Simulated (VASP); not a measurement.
# SiO2 (P4_2/nmc) in VASP: further runs, part 2 of 2

VASP 6.6.1. Earlier steps stand in the parts before.

### 3 Single point, r2SCAN

Contents of POSCAR:

```
SiO2
1.0
    2.8254041668      0.0000000000      0.0000000000
    0.0000000000      2.8254041668      0.0000000000
    0.0000000000      0.0000000000      8.1886518438
Si O
2 4
Direct
    0.0000000000      0.0000000000      0.0000000000
    0.5000000000      0.5000000000      0.5000000000
    0.0000000000      0.5000000000      0.3979541675
    0.0000000000      0.5000000000      0.8979541675
    0.5000000000      0.0000000000      0.6020458325
    0.5000000000      0.0000000000      0.1020458325
```

Contents of INCAR.step1:

```
SYSTEM = SiO2
  PREC = Accurate
  ENCUT = 520
  ISMEAR = -1
  SIGMA = 0.02
  LREAL = .False.
  LASPH = .True.
  NELM = 60
  NBANDS = 25
  GGA = PE
  ALGO = Normal
  EDIFF = 1E-4
  LWAVE = .True.
  LCHARG = .False.
```

Contents of INCAR.step2:

```
SYSTEM = SiO2
  PREC = Accurate
  ENCUT = 520
  EDIFF = 1E-6
  ISMEAR = -1
  SIGMA = 0.02
  LREAL = .False.
  LASPH = .True.
  NELM = 60
  ALGO = Normal
  ISIF = 2
  LWAVE = .False.
  LCHARG = .False.
  METAGGA = R2SCAN
  LMIXTAU = .True.
  NBANDS = 25
  ISTART = 1
```

Contents of KPOINTS:

```
regular mesh
0
Gamma
  8 8 4
  0 0 0
```

Potentials or basis: VASP PAW PBE potentials, release 64 (Si, O).

Run with:

```sh
$ cat potpaw_PBE.64/Si/POTCAR potpaw_PBE.64/O/POTCAR > POTCAR
$ cp INCAR.step1 INCAR
$ mpirun -np 1 vasp_std > vasp.out
$ cp INCAR.step2 INCAR
$ mpirun -np 1 vasp_std > vasp.out
```

OUTCAR:

```text
SYSTEM = SiO2
   PREC = Accurate
   ENCUT = 520
   EDIFF = 1E-6
   ISMEAR = -1
   LREAL = .False.
   LASPH = .True.
   NELM = 60
   ISIF = 2
   METAGGA = R2SCAN
   ISTART = 1

 ion  position               nearest neighbor table
   1  0.000  0.000  0.000-   4 1.64   4 1.64   6 1.64   6 1.64
   2  0.500  0.500  0.500-   3 1.64   5 1.64   5 1.64   3 1.64
   3  0.000  0.500  0.398-   2 1.64   2 1.64
   4  0.000  0.500  0.898-   1 1.64   1 1.64
   5  0.500  0.000  0.602-   2 1.64   2 1.64
   6  0.500  0.000  0.102-   1 1.64   1 1.64

  LATTYP: Found a simple tetragonal cell.
 ALAT       =     2.8254041668
 C/A-ratio  =     2.8982231781

  Lattice vectors:

 A1 = (   2.8254041668,   0.0000000000,   0.0000000000)
 A2 = (   0.0000000000,   2.8254041668,   0.0000000000)
 A3 = (   0.0000000000,   0.0000000000,   8.1886518438)

Analysis of symmetry for initial positions (statically):
=====================================================================
 Subroutine PRICEL returns:
 Original cell was already a primitive cell.

 Routine SETGRP: Setting up the symmetry group for a
 simple tetragonal supercell.

 Subroutine GETGRP returns: Found 16 space group operations
 (whereof  8 operations were pure point group operations)
 out of a pool of 16 trial point group operations.

The static configuration has the point symmetry D_2d.
 The point group associated with its full space group is D_4h.

Analysis of symmetry for dynamics (positions and initial velocities):
=====================================================================
 Subroutine PRICEL returns:
 Original cell was already a primitive cell.

 Routine SETGRP: Setting up the symmetry group for a
 simple tetragonal supercell.

 Subroutine GETGRP returns: Found 16 space group operations
 (whereof  8 operations were pure point group operations)
 out of a pool of 16 trial point group operations.

The dynamic configuration has the point symmetry D_2d.
 The point group associated with its full space group is D_4h.

 Subroutine INISYM returns: Found 16 space group operations
 (whereof  8 operations are pure point group operations),
 and found     1 'primitive' translations

----------------------------------------------------------------------------------------

                                     Primitive cell

  volume of cell :      65.3693

  direct lattice vectors                    reciprocal lattice vectors
     2.825404167  0.000000000  0.000000000     0.353931665  0.000000000  0.000000000
     0.000000000  2.825404167  0.000000000     0.000000000  0.353931665  0.000000000
     0.000000000  0.000000000  8.188651844     0.000000000  0.000000000  0.122120224

  length of vectors
     2.825404167  2.825404167  8.188651844     0.353931665  0.353931665  0.122120224

  position of ions in fractional coordinates (direct lattice)
     0.000000000  0.000000000  0.000000000
     0.500000000  0.500000000  0.500000000
     0.000000000  0.500000000  0.397954168
     0.000000000  0.500000000  0.897954168
     0.500000000  0.000000000  0.602045832
     0.500000000  0.000000000  0.102045833
[... 24 lines left out ...]

  Length of vectors
     0.044241458  0.044241458  0.030530056

  Shift w.r.t. Gamma in fractional coordinates (k-lattice)
     0.000000000  0.000000000  0.000000000

 Subroutine IBZKPT returns following result:
 ===========================================

 Found     45 irreducible k-points:

 Following reciprocal coordinates:
            Coordinates               Weight
  0.000000  0.000000  0.000000      1.000000
  0.125000  0.000000  0.000000      4.000000
  0.250000  0.000000  0.000000      4.000000
  0.375000  0.000000  0.000000      4.000000
  0.500000  0.000000  0.000000      2.000000
  0.125000  0.125000  0.000000      4.000000
[... 16 lines left out ...]
  0.375000  0.125000  0.250000     16.000000
  0.500000  0.125000  0.250000      8.000000
 [... further k-points ...]
   k-points           NKPTS =     45   k-points in BZ     NKDIM =     45   number of bands    NBANDS=     25
   number of dos      NEDOS =    301   number of ions     NIONS =      6
   total plane-waves  NPLWV =  36864
   dimension x,y,z NGX =    24 NGY =   24 NGZ =   64
   dimension x,y,z NGXF=    48 NGYF=   48 NGZF=  128
   ions per type =               2   4
   NGX,Y,Z   is equivalent  to a cutoff of  14.12, 14.12, 12.99 a.u.
   NGXF,Y,Z  is equivalent  to a cutoff of  28.24, 28.24, 25.99 a.u.
 SYSTEM =  SiO2
   PREC   = accura    normal or accurate (medium, high low for compatibility)
   ISTART =      1    job   : 0-new  1-cont  2-samecut
   ICHARG =      0    charge: 1-file 2-atom 10-const
   ISPIN  =      1    spin polarized calculation?
   LNONCOLLINEAR =      F non collinear calculations
   LSORBIT =      F    spin-orbit coupling
   LASPH  =      T    aspherical Exc in radial PAW
   ENCUT  =  520.0 eV  38.22 Ry    6.18 a.u.   5.25  5.25 15.23*2*pi/ulx,y,z
   NELM   =     60;   NELMIN=  2; NELMDL=  0     # of ELM steps
   EDIFF  = 0.1E-05   stopping-criterion for ELM
   LREAL  =      F    real-space projection
   EDIFFG = 0.1E-04   stopping-criterion for IOM
   NSW    =      0    number of steps for IOM
   IBRION =     -1    ionic relax: 0-MD 1-quasi-New 2-CG
   NFREE  =      0    steps in history (QN), initial steepest desc. (CG)
   ISIF   =      2    stress and relaxation
   ISYM   =      2    0-nonsym 1-usesym 2-fastsym
   POTIM  = 0.5000    time-step for ionic-motion
   TEBEG  =    0.0;   TEEND  =   0.0 temperature during run
   PSTRESS=    0.0 pullay stress
   NELECT =      32.0000    total number of electrons
   NUPDOWN=      -1.0000    fix difference up-down
   EMIN   =  10.00;   EMAX   =-10.00  energy-range for DOS
   EFERMI =   0.00;   METHOD = LEGACY
   ISMEAR =    -1;   SIGMA  =   0.02  broadening in eV -4-tet -1-fermi 0-gaus
   EFERMI_NEDOS =   21; number of points for ismear=-14 and -15
   IALGO  =     38    algorithm
   IMIX   =      4    mixing-type and parameters
     AMIX     =   0.40;   BMIX     =  1.00
     AMIX_MAG =   1.60;   BMIX_MAG =  1.00
  volume/ion in A,a.u.               =      10.89        73.52
  Fermi-wavevector in a.u.,A,eV,Ry     =   1.290229  2.438180 22.649512  1.664692
  Thomas-Fermi vector in A             =   2.422074
   LORBIT       =      0    0 simple, 1 ext, 2 COOP (PROOUT), +10 PAW based schemes
   METAGGA = R2SCAN    functional components
   LHFCALC =     F    Hartree Fock is set to
   AEXX    =    0.0000 exact exchange contribution
   IVDW    =     0    specifies the selected vdW correction
   LEPSILON=     F    determine dielectric tensor
   LRPA    =     F    only Hartree local field effects (RPA)
 non-spin polarized calculation
  energy-cutoff  :      520.00
  volume of cell :       65.37
 maximum number of plane-waves:      1784
 NGX is ok and might be reduce to    24
   NGX = 11   NGY = 11   NGZ = 31

 number of electron      32.0000021 magnetization

 Free energy of the ion-electron system (eV)
  ---------------------------------------------------
  ext. energy  EPLUGINS =         0.00000000
  ---------------------------------------------------
  free energy    TOTEN  =       -58.09291349 eV

  energy without entropy =      -58.09291349  energy(sigma->0) =      -58.09291349

 E-fermi :   2.6828     XC(G=0): -10.6568

 val. band max:        2.2128657138   @ k =   0.2500   0.2500   0.0000
 cond. band min:       8.1496460175   @ k =   0.0000   0.0000   0.0000
 fundamental gap:      5.9367803037
 Fermi energy:         2.6828327289

 k-point     1 :       0.0000    0.0000    0.0000
  band No.  band energies     occupation
      1     -18.7078      2.00000
      2     -18.5452      2.00000
      3     -16.1345      2.00000
      4     -15.8914      2.00000
      5      -2.2813      2.00000
      6      -2.2813      2.00000
[... 661 lines left out ...]
     24      16.6688      0.00000
     25      17.2300      0.00000

 [... further k-points ...]
[... 5 lines left out ...]
  --------------------------------------------------------------------------------------
  -------------------------------------------------------------------------------------
  Total        0.3029160      0.3029160     -0.0421287      0.0000000      0.0000000      0.0000000
  in kB        7.4243642      7.4243642     -1.0325592      0.0000000      0.0000000      0.0000000
  external PRESSURE =       4.6053898 kB  Pullay stress =       0.0000000 kB

 VOLUME and BASIS-vectors are now :
 -----------------------------------------------------------------------------
  energy-cutoff  :      520.00
  volume of cell :       65.37
      direct lattice vectors                 reciprocal lattice vectors
     2.825404167  0.000000000  0.000000000     0.353931665  0.000000000  0.000000000
     0.000000000  2.825404167  0.000000000     0.000000000  0.353931665  0.000000000
     0.000000000  0.000000000  8.188651844     0.000000000  0.000000000  0.122120224

 POSITION                                       TOTAL-FORCE (eV/Angst)
 -----------------------------------------------------------------------------------
      0.00000      0.00000      0.00000         0.000000      0.000000      0.000000
      1.41270      1.41270      4.09433         0.000000     -0.000000      0.000000
      0.00000      1.41270      3.25871        -0.000000      0.000000     -0.026316
      0.00000      1.41270      7.35303         0.000000      0.000000     -0.026316
      1.41270      0.00000      4.92994        -0.000000      0.000000      0.026316
      1.41270      0.00000      0.83562         0.000000      0.000000      0.026316
 -----------------------------------------------------------------------------------
    total drift:                                0.000000      0.000000     -0.000000

  FREE ENERGIE OF THE ION-ELECTRON SYSTEM (eV)
  ---------------------------------------------------
  free  energy   TOTEN  =       -58.0929134912 eV

  energy  without entropy=      -58.0929134912  energy(sigma->0) =      -58.09291349
```

Run time: 74 s. Hardware: 1 thread of Intel Xeon 6975P-C (Granite Rapids), shared host; peak memory 0.21 GiB.

Results:

```yaml
Free_energy: -58.0929 eV
Pressure: 0.5 GPa
Largest_force: 0.026 eV/Å
Band_gap_on_the_k_mesh: 5.94 eV, indirect (least direct gap 6.30 eV)
```

Forces on the atoms (eV/Å):
```
Si   0.000  0.000  0.000
Si   0.000  0.000  0.000
O    0.000  0.000 -0.026
O    0.000  0.000 -0.026
O    0.000  0.000  0.026
O    0.000  0.000  0.026
```

Stress tensor (GPa, compression positive):
```
 0.74  0.00  0.00
 0.00  0.74  0.00
 0.00  0.00 -0.10
```

Caveat: the PAW data sets were made with another functional, which shifts forces and pressure a little.
